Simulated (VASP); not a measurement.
# ScInC4N4 (P-43m) in VASP: notebook

ScInC4N4 is run at these levels: PBE; tasks: single point.

All numbers are computed with VASP 6.6.1; they aren't measurements. Logs are shortened: lines on timing, memory, paths and dates and some standing lists are left out, and cuts for length are marked.

## Step 1: The cell of the first run

Symmetry: P-43m, No. 215, cubic system. Conventional cell: a = 6.108 Å, b = 6.108 Å, c = 6.108 Å, α = 90.00°, β = 90.00°, γ = 90.00°. Sc (site symmetry -43m) has 4 C at 2.02 Å within 2.7 Å. Within 2.8 Å of In (site symmetry -43m) lie 4 N at 2.10 Å. Within 1.6 Å of C (site symmetry 3m) lie 1 N at 1.17 Å. N (site symmetry 3m) has 1 C at 1.17 Å within 1.6 Å.

## Step 2: Single point, PBE, collinear spin, ferromagnetic start

INCAR reads:

```
ALGO = Normal
EDIFF = 1E-6
ENCUT = 520
GGA = PE
ISIF = 2
ISMEAR = 0
ISPIN = 2
LASPH = True
LCHARG = False
LMAXMIX = 4
LORBIT = 11
LREAL = False
LWAVE = False
MAGMOM = 0 0 1 1 1 1 1 1 1 1
NBANDS = 45
NELM = 150
PREC = Accurate
SIGMA = 0.1
```

KPOINTS reads:

```
k-points
0
Gamma
  4 4 4
```

POSCAR reads:

```
ScInC4N4
1.0
    6.1077885000      0.0000000000      0.0000000000
    0.0000000000      6.1077885000      0.0000000000
    0.0000000000      0.0000000000      6.1077885000
Sc In C N
1 1 4 4
Direct
    0.0000000000      0.0000000000      0.0000000000
    0.5000000000      0.5000000000      0.5000000000
    0.1911333800      0.1911333800      0.1911333800
    0.1911333800      0.8088666200      0.8088666200
    0.8088666200      0.1911333800      0.8088666200
    0.8088666200      0.8088666200      0.1911333800
    0.3017298400      0.3017298400      0.3017298400
    0.3017298400      0.6982701600      0.6982701600
    0.6982701600      0.3017298400      0.6982701600
    0.6982701600      0.6982701600      0.3017298400
```

Potentials or basis: VASP PAW PBE potentials, release 64 (Sc_sv, In_d, C, N).

Launch:

```bash
> cat potpaw_PBE.64/Sc_sv/POTCAR potpaw_PBE.64/In_d/POTCAR potpaw_PBE.64/C/POTCAR potpaw_PBE.64/N/POTCAR > POTCAR
> mpirun -np 1 vasp_std > vasp.out
```

OUTCAR:

```text
EDIFF = 1E-6
   ENCUT = 520
   GGA = PE
   ISIF = 2
   ISMEAR = 0
   ISPIN = 2
   LASPH = True
   LORBIT = 11
   LREAL = False
   NELM = 150
   PREC = Accurate

 ion  position               nearest neighbor table
   1  0.000  0.000  0.000-   3 2.02   4 2.02   5 2.02   6 2.02
   2  0.500  0.500  0.500-   7 2.10   8 2.10   9 2.10  10 2.10
   3  0.191  0.191  0.191-   7 1.17   1 2.02
   4  0.191  0.809  0.809-   8 1.17   1 2.02
   5  0.809  0.191  0.809-   9 1.17   1 2.02
   6  0.809  0.809  0.191-  10 1.17   1 2.02
   7  0.302  0.302  0.302-   3 1.17   2 2.10
   8  0.302  0.698  0.698-   4 1.17   2 2.10
   9  0.698  0.302  0.698-   5 1.17   2 2.10
  10  0.698  0.698  0.302-   6 1.17   2 2.10

  LATTYP: Found a simple cubic cell.
 ALAT       =     6.1077885000

  Lattice vectors:

 A1 = (   6.1077885000,   0.0000000000,   0.0000000000)
 A2 = (   0.0000000000,   6.1077885000,   0.0000000000)
 A3 = (   0.0000000000,   0.0000000000,   6.1077885000)

Analysis of symmetry for initial positions (statically):
=====================================================================
 Subroutine PRICEL returns:
 Original cell was already a primitive cell.

 Routine SETGRP: Setting up the symmetry group for a
 simple cubic supercell.

 Subroutine GETGRP returns: Found 24 space group operations
 (whereof 24 operations were pure point group operations)
 out of a pool of 48 trial point group operations.

The static configuration has the point symmetry T_d .

Analysis of symmetry for dynamics (positions and initial velocities):
=====================================================================
 Subroutine PRICEL returns:
 Original cell was already a primitive cell.

 Routine SETGRP: Setting up the symmetry group for a
 simple cubic supercell.

 Subroutine GETGRP returns: Found 24 space group operations
 (whereof 24 operations were pure point group operations)
 out of a pool of 48 trial point group operations.

The dynamic configuration has the point symmetry T_d .

Analysis of structural, dynamic, and magnetic symmetry:
=====================================================================
 Subroutine PRICEL returns:
 Original cell was already a primitive cell.

 Routine SETGRP: Setting up the symmetry group for a
 simple cubic supercell.

 Subroutine GETGRP returns: Found 24 space group operations
 (whereof 24 operations were pure point group operations)
 out of a pool of 48 trial point group operations.

The overall configuration has the point symmetry T_d .

 Subroutine INISYM returns: Found 24 space group operations
 (whereof 24 operations are pure point group operations),
 and found     1 'primitive' translations

----------------------------------------------------------------------------------------

                                     Primitive cell

  volume of cell :     227.8515

  direct lattice vectors                    reciprocal lattice vectors
     6.107788500  0.000000000  0.000000000     0.163725381  0.000000000  0.000000000
     0.000000000  6.107788500  0.000000000     0.000000000  0.163725381  0.000000000
     0.000000000  0.000000000  6.107788500     0.000000000  0.000000000  0.163725381

  length of vectors
     6.107788500  6.107788500  6.107788500     0.163725381  0.163725381  0.163725381

  position of ions in fractional coordinates (direct lattice)
     0.000000000  0.000000000  0.000000000
     0.500000000  0.500000000  0.500000000
     0.191133380  0.191133380  0.191133380
     0.191133380  0.808866620  0.808866620
     0.808866620  0.191133380  0.808866620
     0.808866620  0.808866620  0.191133380
     0.301729840  0.301729840  0.301729840
     0.301729840  0.698270160  0.698270160
     0.698270160  0.301729840  0.698270160
     0.698270160  0.698270160  0.301729840

  ion indices of the primitive-cell ions
   primitive index   ion index
                 1           1
                 2           2
                 3           3
                 4           4
                 5           5
                 6           6
                 7           7
                 8           8
                 9           9
                10          10

----------------------------------------------------------------------------------------

 KPOINTS: k-points

Automatic generation of k-mesh.
 Grid dimensions read from file:
 generate k-points for:    4    4    4

 Generating k-lattice:

  Cartesian coordinates                     Fractional coordinates (reciprocal lattice)
     0.040931345  0.000000000  0.000000000     0.250000000  0.000000000  0.000000000
     0.000000000  0.040931345  0.000000000     0.000000000  0.250000000  0.000000000
     0.000000000  0.000000000  0.040931345     0.000000000  0.000000000  0.250000000

  Length of vectors
     0.040931345  0.040931345  0.040931345

  Shift w.r.t. Gamma in fractional coordinates (k-lattice)
     0.000000000  0.000000000  0.000000000

 Subroutine IBZKPT returns following result:
 ===========================================

 Found     10 irreducible k-points:

 Following reciprocal coordinates:
            Coordinates               Weight
  0.000000  0.000000  0.000000      1.000000
  0.250000  0.000000  0.000000      6.000000
  0.500000  0.000000  0.000000      3.000000
  0.250000  0.250000  0.000000     12.000000
  0.500000  0.250000  0.000000     12.000000
  0.500000  0.500000  0.000000      3.000000
  0.250000  0.250000  0.250000      8.000000
  0.500000  0.250000  0.250000     12.000000
  0.500000  0.500000  0.250000      6.000000
  0.500000  0.500000  0.500000      1.000000
   k-points           NKPTS =     10   k-points in BZ     NKDIM =     10   number of bands    NBANDS=     45
   number of dos      NEDOS =    301   number of ions     NIONS =     10
   total plane-waves  NPLWV = 110592
   dimension x,y,z NGX =    48 NGY =   48 NGZ =   48
   dimension x,y,z NGXF=    96 NGYF=   96 NGZF=   96
   ions per type =               1   1   4   4
   NGX,Y,Z   is equivalent  to a cutoff of  13.06, 13.06, 13.06 a.u.
   NGXF,Y,Z  is equivalent  to a cutoff of  26.13, 26.13, 26.13 a.u.
 SYSTEM =  unknown system
   PREC   = accura    normal or accurate (medium, high low for compatibility)
   ISTART =      0    job   : 0-new  1-cont  2-samecut
   ICHARG =      2    charge: 1-file 2-atom 10-const
   ISPIN  =      2    spin polarized calculation?
   LNONCOLLINEAR =      F non collinear calculations
   LSORBIT =      F    spin-orbit coupling
   LASPH  =      T    aspherical Exc in radial PAW
   ENCUT  =  520.0 eV  38.22 Ry    6.18 a.u.  11.36 11.36 11.36*2*pi/ulx,y,z
   NELM   =    150;   NELMIN=  2; NELMDL= -5     # of ELM steps
   EDIFF  = 0.1E-05   stopping-criterion for ELM
   LREAL  =      F    real-space projection
   EDIFFG = 0.1E-04   stopping-criterion for IOM
   NSW    =      0    number of steps for IOM
   IBRION =     -1    ionic relax: 0-MD 1-quasi-New 2-CG
   NFREE  =      0    steps in history (QN), initial steepest desc. (CG)
   ISIF   =      2    stress and relaxation
   ISYM   =      2    0-nonsym 1-usesym 2-fastsym
   POTIM  = 0.5000    time-step for ionic-motion
   TEBEG  =    0.0;   TEEND  =   0.0 temperature during run
   PSTRESS=    0.0 pullay stress
   NELECT =      60.0000    total number of electrons
   NUPDOWN=      -1.0000    fix difference up-down
   EMIN   =  10.00;   EMAX   =-10.00  energy-range for DOS
   EFERMI =   0.00;   METHOD = LEGACY
   ISMEAR =     0;   SIGMA  =   0.10  broadening in eV -4-tet -1-fermi 0-gaus
   EFERMI_NEDOS =   21; number of points for ismear=-14 and -15
   IALGO  =     38    algorithm
   IMIX   =      4    mixing-type and parameters
     AMIX     =   0.40;   BMIX     =  1.00
     AMIX_MAG =   1.60;   BMIX_MAG =  1.00
  volume/ion in A,a.u.               =      22.79       153.76
  Fermi-wavevector in a.u.,A,eV,Ry     =   1.049320  1.982927 14.980999  1.101072
  Thomas-Fermi vector in A             =   2.184278
   LORBIT       =     11    0 simple, 1 ext, 2 COOP (PROOUT), +10 PAW based schemes
   GGA     = PE    functional components
   LHFCALC =     F    Hartree Fock is set to
   AEXX    =    0.0000 exact exchange contribution
   IVDW    =     0    specifies the selected vdW correction
   LEPSILON=     F    determine dielectric tensor
   LRPA    =     F    only Hartree local field effects (RPA)
 spin polarized calculation
 Gauss-broadening in eV      SIGMA  =   0.10
  energy-cutoff  :      520.00
  volume of cell :      227.85
 maximum number of plane-waves:      6158
 NGX is ok and might be reduce to    48
   NGX = 23   NGY = 23   NGZ = 23

 number of electron      60.0000005 magnetization       1.9952441

 Free energy of the ion-electron system (eV)
  ---------------------------------------------------
  ext. energy  EPLUGINS =         0.00000000
  ---------------------------------------------------
  free energy    TOTEN  =       -73.51214133 eV

  energy without entropy =      -73.50102924  energy(sigma->0) =      -73.50658528

 E-fermi :   1.6740     XC(G=0):  -6.9185

 val. band max:        1.6476177990   @ k =   0.5000   0.0000   0.0000
 cond. band min:       1.6822518923   @ k =   0.5000   0.5000   0.0000
 fundamental gap:      0.0346340933
 Fermi energy:         1.6739906978

 spin component 1

 k-point     1 :       0.0000    0.0000    0.0000
  band No.  band energies     occupation
      1     -47.0076      1.00000
      2     -25.9032      1.00000
      3     -25.9032      1.00000
      4     -25.9032      1.00000
      5     -18.3808      1.00000
      6     -18.3336      1.00000
[... 34 lines left out ...]
     41       6.4541      0.00000
     42       6.4541      0.00000
[... 363 lines left out ...]
      1     -47.0077      1.00000
      2     -25.9034      1.00000
      3     -25.9034      1.00000
      4     -25.9034      1.00000
      5     -18.3450      1.00000
      6     -18.3450      1.00000
[... 34 lines left out ...]
     41       5.2427      0.00000
     42       6.6093      0.00000
 Fermi energy:         1.6739906978

 spin component 2

 k-point     1 :       0.0000    0.0000    0.0000
  band No.  band energies     occupation
      1     -46.5415      1.00000
      2     -25.4128      1.00000
      3     -25.4128      1.00000
      4     -25.4128      1.00000
      5     -18.2724      1.00000
      6     -18.2290      1.00000
[... 34 lines left out ...]
     41       6.6792      0.00000
     42       6.6792      0.00000
[... 363 lines left out ...]
      1     -46.5415      1.00000
      2     -25.4130      1.00000
      3     -25.4130      1.00000
      4     -25.4130      1.00000
      5     -18.2405      1.00000
      6     -18.2405      1.00000
[... 34 lines left out ...]
     41       5.3764      0.00000
     42       6.6898      0.00000
 [bands above 42 left out]

------------------------ aborting loop because EDIFF is reached ----------------------------------------

  FORCE on cell =-STRESS in cart. coord.  units (eV):
  Direction    XX          YY          ZZ          XY          YZ          ZX
  --------------------------------------------------------------------------------------
  -------------------------------------------------------------------------------------
  Total       11.3874620     11.3874620     11.3874620      0.0000000     -0.0000000      0.0000000
  in kB       80.0728991     80.0728991     80.0728991      0.0000000     -0.0000000      0.0000000
  external PRESSURE =      80.0728991 kB  Pullay stress =       0.0000000 kB

 VOLUME and BASIS-vectors are now :
 -----------------------------------------------------------------------------
  energy-cutoff  :      520.00
  volume of cell :      227.85
      direct lattice vectors                 reciprocal lattice vectors
     6.107788500  0.000000000  0.000000000     0.163725381  0.000000000  0.000000000
     0.000000000  6.107788500  0.000000000     0.000000000  0.163725381  0.000000000
     0.000000000  0.000000000  6.107788500     0.000000000  0.000000000  0.163725381

 POSITION                                       TOTAL-FORCE (eV/Angst)
 -----------------------------------------------------------------------------------
      0.00000      0.00000      0.00000        -0.000000      0.000000     -0.000000
      3.05389      3.05389      3.05389        -0.000000      0.000000     -0.000000
      1.16740      1.16740      1.16740         0.581800      0.581800      0.581800
      1.16740      4.94039      4.94039         0.581800     -0.581800     -0.581800
      4.94039      1.16740      4.94039        -0.581800      0.581800     -0.581800
      4.94039      4.94039      1.16740        -0.581800     -0.581800      0.581800
      1.84290      1.84290      1.84290         1.392474      1.392474      1.392474
      1.84290      4.26489      4.26489         1.392474     -1.392474     -1.392474
      4.26489      1.84290      4.26489        -1.392474      1.392474     -1.392474
      4.26489      4.26489      1.84290        -1.392474     -1.392474      1.392474
 -----------------------------------------------------------------------------------
    total drift:                                0.000000      0.000000     -0.000000

  FREE ENERGIE OF THE ION-ELECTRON SYSTEM (eV)
  ---------------------------------------------------
  free  energy   TOTEN  =       -73.5121413277 eV

  energy  without entropy=      -73.5010292403  energy(sigma->0) =      -73.50658528

 total charge

# of ion       s       p       d       tot
------------------------------------------
    1        2.292   6.285   1.547  10.123
    2        0.633   0.739  10.023  11.395
    3        0.991   1.627   0.000   2.618
    4        0.991   1.627   0.000   2.618
    5        0.991   1.627   0.000   2.618
    6        0.991   1.627   0.000   2.618
    7        1.287   2.635   0.000   3.922
    8        1.287   2.635   0.000   3.922
    9        1.287   2.635   0.000   3.922
   10        1.287   2.635   0.000   3.922
--------------------------------------------------
tot         12.035  24.072  11.569  47.676

 magnetization (x)

# of ion       s       p       d       tot
------------------------------------------
    1        0.005   0.009   0.623   0.636
    2       -0.003   0.017   0.015   0.029
    3       -0.002   0.047   0.000   0.045
    4       -0.002   0.047   0.000   0.045
    5       -0.002   0.047   0.000   0.045
    6       -0.002   0.047   0.000   0.045
    7        0.003   0.077   0.000   0.080
    8        0.003   0.077   0.000   0.080
    9        0.003   0.077   0.000   0.080
   10        0.003   0.077   0.000   0.080
--------------------------------------------------
tot          0.008   0.521   0.638   1.167
```

It took 3.7 min on 1 thread of Intel Xeon Platinum 8488C (Sapphire Rapids), shared host; peak memory 0.5 GiB.

What came out:

```
Free energy                                           : -73.5121 eV
Pressure                                              : 8.0 GPa
Largest force                                         : 2.412 eV/Å
Band gap on the k mesh                                : zero (filled and empty bands overlap)
Net moment                                            : 2.00 μB per cell
Site moments                                          : Sc +0.64; In +0.03; C +0.04; N +0.08 μB
Valence electrons inside the program's atomic spheres : Sc 10.12; In 11.39; C 2.62; N 3.92
```

Forces on the atoms (eV/Å):
```
Sc   0.000  0.000  0.000
In   0.000  0.000  0.000
C    0.582  0.582  0.582
C    0.582 -0.582 -0.582
C   -0.582  0.582 -0.582
C   -0.582 -0.582  0.582
N    1.392  1.392  1.392
N    1.392 -1.392 -1.392
N   -1.392  1.392 -1.392
N   -1.392 -1.392  1.392
```

Caveat: the cell stands under pressure; spin-orbit coupling is left out, which moves the levels of the heavy elements; forces of over 1 eV/Å act on the atoms, so gaps and moduli don't describe the material at rest.

(Continued in part 2 of 2.)

The gap in the log of VASP goes by the Fermi energy; the results here count the filled bands.